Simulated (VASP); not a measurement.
**Al3B2Sb: single point with PBE**

Crystal: Al3B2Sb.

```
CELL_PARAMETERS angstrom
6.14012 0.00000 0.00000
-3.07006 5.31750 0.00000
0.00000 0.00000 2.81119
ATOMIC_POSITIONS crystal
Al 0.50000 0.00000 0.00000
Al 0.00000 0.50000 0.00000
Al 0.50000 0.50000 0.00000
B 0.33333 0.66667 0.50000
B 0.66667 0.33333 0.50000
Sb 0.00000 0.00000 0.50000
```

```
Program             : VASP 6.6.1
Task                : single point
Functional          : PBE
Potentials or basis : VASP PAW PBE potentials, release 64 (Al, B, Sb)
Cutoff              : 520 eV
k mesh              : 6 × 6 × 14
Occupations         : gaussian, width 0.1 eV
Spin                : no spin polarisation
```

The pressure is 0.0 GPa and the band gap on the k mesh is zero (band 10 reaches 10.22 eV, above the bottom of band 11 at 6.84 eV).

Levels at points of the mesh, in eV from the Fermi level:
```
           k point  band 6  band 7  band 8  band 9  band 10  band 11  band 12  band 13  band 14  band 15
(0.00, 0.00, 0.00)   -5.50   -5.50   -0.01   -0.01     2.43     3.03     3.24     4.90     5.68     5.68
(0.50, 0.00, 0.00)   -3.89   -2.56   -2.46   -1.58     0.67     2.72     2.96     3.16     3.76     5.29
(0.00, 0.00, 0.50)   -4.36   -3.37   -3.37   -1.64    -1.64    -0.35    -0.35     0.11     0.11     2.44
(0.50, 0.00, 0.50)   -5.01   -3.91   -1.45   -1.36    -0.60     0.44     1.02     1.07     1.50     1.64
```

It took 34 s on 1 thread of Intel(R) Xeon(R) 6975P-C (Granite Rapids), with other jobs on the host, peak memory 0.27 GiB.

Caveat: spin-orbit coupling is left out, which moves the levels of the heavy elements.
